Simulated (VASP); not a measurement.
# Ti (Fm-3m) in VASP: a series of runs, part 2 of 2

VASP 6.6.1.

### 3 Single point, PBE

This run uses another cell than the first one, of 18.09 Å³/atom.

INCAR

```
SYSTEM = Ti
  ALGO = Normal
  EDIFF = 1E-7
  ENCUT = 520
  GGA = PE
  ISIF = 2
  ISMEAR = -1
  LASPH = .True.
  LCHARG = .False.
  LREAL = .False.
  LWAVE = .False.
  NBANDS = 12
  NELM = 80
  PREC = Accurate
  SIGMA = 0.06122561905347299
```

KPOINTS

```
k-points
0
Gamma
  16 16 16
  0 0 0
```

POSCAR

```
Ti
1.0
    0.0000000000      2.0836287333      2.0836287333
    2.0836287333      0.0000000000      2.0836287333
    2.0836287333      2.0836287333      0.0000000000
Ti
1
Direct
    0.0000000000      0.0000000000      0.0000000000
```

Potentials or basis: VASP PAW PBE potentials, release 64 (Ti_sv).

Started as:

```console
$ cat potpaw_PBE.64/Ti_sv/POTCAR > POTCAR
$ mpirun -np 1 vasp_std > vasp.out
```

OUTCAR:

```text
SYSTEM = Ti
   EDIFF = 1E-7
   ENCUT = 520
   GGA = PE
   ISIF = 2
   ISMEAR = -1
   LASPH = .True.
   LREAL = .False.
   NELM = 80
   PREC = Accurate

 ion  position               nearest neighbor table
   1  0.000  0.000  0.000-

  LATTYP: Found a face centered cubic cell.
 ALAT       =     4.1672574666

  Lattice vectors:

 A1 = (   0.0000000000,   2.0836287333,   2.0836287333)
 A2 = (   2.0836287333,   0.0000000000,   2.0836287333)
 A3 = (   2.0836287333,   2.0836287333,   0.0000000000)

Analysis of symmetry for initial positions (statically):
=====================================================================
 Subroutine PRICEL returns:
 Original cell was already a primitive cell.

 Routine SETGRP: Setting up the symmetry group for a
 face centered cubic supercell.

 Subroutine GETGRP returns: Found 48 space group operations
 (whereof 48 operations were pure point group operations)
 out of a pool of 48 trial point group operations.

The static configuration has the point symmetry O_h .

Analysis of symmetry for dynamics (positions and initial velocities):
=====================================================================
 Subroutine PRICEL returns:
 Original cell was already a primitive cell.

 Routine SETGRP: Setting up the symmetry group for a
 face centered cubic supercell.

 Subroutine GETGRP returns: Found 48 space group operations
 (whereof 48 operations were pure point group operations)
 out of a pool of 48 trial point group operations.

The dynamic configuration has the point symmetry O_h .

 Subroutine INISYM returns: Found 48 space group operations
 (whereof 48 operations are pure point group operations),
 and found     1 'primitive' translations

----------------------------------------------------------------------------------------

                                     Primitive cell

  volume of cell :      18.0922

  direct lattice vectors                    reciprocal lattice vectors
     0.000000000  2.083628733  2.083628733    -0.239965975  0.239965975  0.239965975
     2.083628733  0.000000000  2.083628733     0.239965975 -0.239965975  0.239965975
     2.083628733  2.083628733  0.000000000     0.239965975  0.239965975 -0.239965975

  length of vectors
     2.946696014  2.946696014  2.946696014     0.415633260  0.415633260  0.415633260

  position of ions in fractional coordinates (direct lattice)
     0.000000000  0.000000000  0.000000000

  ion indices of the primitive-cell ions
   primitive index   ion index
                 1           1

----------------------------------------------------------------------------------------

 KPOINTS: k-points

Automatic generation of k-mesh.
 Grid dimensions read from file:
 generate k-points for:   16   16   16

 Generating k-lattice:

  Cartesian coordinates                     Fractional coordinates (reciprocal lattice)
    -0.014997873  0.014997873  0.014997873     0.062500000  0.000000000  0.000000000
     0.014997873 -0.014997873  0.014997873     0.000000000  0.062500000  0.000000000
     0.014997873  0.014997873 -0.014997873     0.000000000  0.000000000  0.062500000

  Length of vectors
     0.025977079  0.025977079  0.025977079

  Shift w.r.t. Gamma in fractional coordinates (k-lattice)
     0.000000000  0.000000000  0.000000000

 Subroutine IBZKPT returns following result:
 ===========================================

 Found    145 irreducible k-points:

 Following reciprocal coordinates:
            Coordinates               Weight
  0.000000  0.000000  0.000000      1.000000
  0.062500  0.000000  0.000000      8.000000
  0.125000  0.000000  0.000000      8.000000
  0.187500  0.000000  0.000000      8.000000
  0.250000  0.000000  0.000000      8.000000
  0.312500  0.000000  0.000000      8.000000
[... 16 lines left out ...]
 -0.125000  0.062500  0.000000     24.000000
 -0.062500  0.062500  0.000000     12.000000
 [... further k-points ...]
   k-points           NKPTS =    145   k-points in BZ     NKDIM =    145   number of bands    NBANDS=     12
   number of dos      NEDOS =    301   number of ions     NIONS =      1
   total plane-waves  NPLWV =  13824
   dimension x,y,z NGX =    24 NGY =   24 NGZ =   24
   dimension x,y,z NGXF=    48 NGYF=   48 NGZF=   48
   ions per type =               1
   NGX,Y,Z   is equivalent  to a cutoff of  13.54, 13.54, 13.54 a.u.
   NGXF,Y,Z  is equivalent  to a cutoff of  27.08, 27.08, 27.08 a.u.
 SYSTEM =  Ti
   PREC   = accura    normal or accurate (medium, high low for compatibility)
   ISTART =      0    job   : 0-new  1-cont  2-samecut
   ICHARG =      2    charge: 1-file 2-atom 10-const
   ISPIN  =      1    spin polarized calculation?
   LNONCOLLINEAR =      F non collinear calculations
   LSORBIT =      F    spin-orbit coupling
   LASPH  =      T    aspherical Exc in radial PAW
   ENCUT  =  520.0 eV  38.22 Ry    6.18 a.u.   5.48  5.48  5.48*2*pi/ulx,y,z
   NELM   =     80;   NELMIN=  2; NELMDL= -5     # of ELM steps
   EDIFF  = 0.1E-06   stopping-criterion for ELM
   LREAL  =      F    real-space projection
   EDIFFG = 0.1E-05   stopping-criterion for IOM
   NSW    =      0    number of steps for IOM
   IBRION =     -1    ionic relax: 0-MD 1-quasi-New 2-CG
   NFREE  =      0    steps in history (QN), initial steepest desc. (CG)
   ISIF   =      2    stress and relaxation
   ISYM   =      2    0-nonsym 1-usesym 2-fastsym
   POTIM  = 0.5000    time-step for ionic-motion
   TEBEG  =    0.0;   TEEND  =   0.0 temperature during run
   PSTRESS=    0.0 pullay stress
   NELECT =      12.0000    total number of electrons
   NUPDOWN=      -1.0000    fix difference up-down
   EMIN   =  10.00;   EMAX   =-10.00  energy-range for DOS
   EFERMI =   0.00;   METHOD = LEGACY
   ISMEAR =    -1;   SIGMA  =   0.06  broadening in eV -4-tet -1-fermi 0-gaus
   EFERMI_NEDOS =   21; number of points for ismear=-14 and -15
   IALGO  =     38    algorithm
   IMIX   =      4    mixing-type and parameters
     AMIX     =   0.40;   BMIX     =  1.00
     AMIX_MAG =   1.60;   BMIX_MAG =  1.00
  volume/ion in A,a.u.               =      18.09       122.09
  Fermi-wavevector in a.u.,A,eV,Ry     =   1.427704  2.697970 27.733290  2.038339
  Thomas-Fermi vector in A             =   2.547845
   LORBIT       =      0    0 simple, 1 ext, 2 COOP (PROOUT), +10 PAW based schemes
   GGA     = PE    functional components
   LHFCALC =     F    Hartree Fock is set to
   AEXX    =    0.0000 exact exchange contribution
   IVDW    =     0    specifies the selected vdW correction
   LEPSILON=     F    determine dielectric tensor
   LRPA    =     F    only Hartree local field effects (RPA)
 non-spin polarized calculation
  energy-cutoff  :      520.00
  volume of cell :       18.09
 maximum number of plane-waves:       531
 NGX is ok and might be reduce to    24
   NGX = 11   NGY = 11   NGZ = 11

 number of electron      11.9999996 magnetization

 Free energy of the ion-electron system (eV)
  ---------------------------------------------------
  ext. energy  EPLUGINS =         0.00000000
  ---------------------------------------------------
  free energy    TOTEN  =        -7.77879019 eV

  energy without entropy =       -7.75601284  energy(sigma->0) =       -7.76740152

 E-fermi :   7.7915     XC(G=0): -11.3083

 val. band max:        7.7909994245   @ k =  -0.4375   0.1250   0.0625
 cond. band min:       7.8123364022   @ k =  -0.2500   0.2500   0.0000
 fundamental gap:      0.0213369777
 Fermi energy:         7.7915176380

 k-point     1 :       0.0000    0.0000    0.0000
  band No.  band energies     occupation
      1     -48.9900      2.00000
      2     -24.8930      2.00000
      3     -24.8930      2.00000
      4     -24.8930      2.00000
      5       1.7978      2.00000
      6       8.6405      0.00000
      7       8.6405      0.00000
      8       8.6405      0.00000
      9      10.1821      0.00000
     10      10.1821      0.00000
     11      22.8129      0.00000
     12      27.0897      0.00000
[... 331 lines left out ...]
 k-point    24 :      -0.0625    0.0625    0.0000
  band No.  band energies     occupation
      1     -48.9798      2.00000
      2     -24.9480      2.00000
      3     -24.9090      2.00000
      4     -24.8968      2.00000
      5       2.1194      2.00000
      6       8.4434      0.00005
      7       8.7488      0.00000
      8       8.7619      0.00000
      9      10.0389      0.00000
     10      10.1923      0.00000
     11      23.0024      0.00000
     12      25.1956      0.00000

 [... further k-points ...]

------------------------ aborting loop because EDIFF is reached ----------------------------------------

  FORCE on cell =-STRESS in cart. coord.  units (eV):
  Direction    XX          YY          ZZ          XY          YZ          ZX
  --------------------------------------------------------------------------------------
  -------------------------------------------------------------------------------------
  Total       -0.4670602     -0.4670602     -0.4670602      0.0000000      0.0000000     -0.0000000
  in kB      -41.3611295    -41.3611295    -41.3611295      0.0000000      0.0000000     -0.0000000
  external PRESSURE =     -41.3611295 kB  Pullay stress =       0.0000000 kB

 VOLUME and BASIS-vectors are now :
 -----------------------------------------------------------------------------
  energy-cutoff  :      520.00
  volume of cell :       18.09
      direct lattice vectors                 reciprocal lattice vectors
     0.000000000  2.083628733  2.083628733    -0.239965975  0.239965975  0.239965975
     2.083628733  0.000000000  2.083628733     0.239965975 -0.239965975  0.239965975
     2.083628733  2.083628733  0.000000000     0.239965975  0.239965975 -0.239965975

 POSITION                                       TOTAL-FORCE (eV/Angst)
 -----------------------------------------------------------------------------------
      0.00000      0.00000      0.00000        -0.000000     -0.000000     -0.000000
 -----------------------------------------------------------------------------------
    total drift:                                0.000000      0.000000     -0.000000

  FREE ENERGIE OF THE ION-ELECTRON SYSTEM (eV)
  ---------------------------------------------------
  free  energy   TOTEN  =        -7.7787901934 eV

  energy  without entropy=       -7.7560128426  energy(sigma->0) =       -7.76740152
```

OSZICAR:

```text
N       E                     dE             d eps       ncg     rms          rms(c)
DAV:   1     0.877314110218E+02    0.87731E+02   -0.66068E+03  3480   0.118E+03
DAV:   2    -0.433358877805E+01   -0.92065E+02   -0.89661E+02  3556   0.298E+02
DAV:   3    -0.876669294401E+01   -0.44331E+01   -0.43923E+01  4892   0.662E+01
DAV:   4    -0.885961755762E+01   -0.92925E-01   -0.92834E-01  3944   0.853E+00
DAV:   5    -0.886217007086E+01   -0.25525E-02   -0.25525E-02  4212   0.121E+00    0.802E+00
DAV:   6    -0.778796005190E+01    0.10742E+01   -0.22203E+00  3760   0.220E+01    0.206E+00
DAV:   7    -0.777117820637E+01    0.16782E-01   -0.95502E-02  4280   0.358E+00    0.125E+00
DAV:   8    -0.777856960100E+01   -0.73914E-02   -0.35921E-02  3644   0.251E+00    0.183E-01
DAV:   9    -0.777880472081E+01   -0.23512E-03   -0.45774E-03  4540   0.809E-01    0.834E-02
DAV:  10    -0.777881343884E+01   -0.87180E-05   -0.23573E-04  3736   0.191E-01    0.249E-02
DAV:  11    -0.777879128667E+01    0.22152E-04   -0.20694E-05  4188   0.569E-02    0.113E-02
DAV:  12    -0.777878981376E+01    0.14729E-05   -0.30734E-06  3864   0.236E-02    0.180E-03
DAV:  13    -0.777879027224E+01   -0.45848E-06   -0.37434E-07  4400   0.525E-03    0.145E-03
DAV:  14    -0.777879019337E+01    0.78874E-07   -0.29985E-08  2160   0.213E-03
   1 F= -.77787902E+01 E0= -.77674015E+01  d E =-.227774E-01
```

Run time: 21 s. Hardware: 1 thread of Intel Xeon Platinum 8488C (Sapphire Rapids), shared host; peak memory 0.16 GiB.

What came out:

| Property | Result |
| --- | --- |
| Free energy | -7.7788 eV |
| Pressure | -4.1 GPa |
| Band gap on the k mesh | zero (bands 6 and 7 overlap by 1.22 eV) |

Caveat: the cell stands under tension.
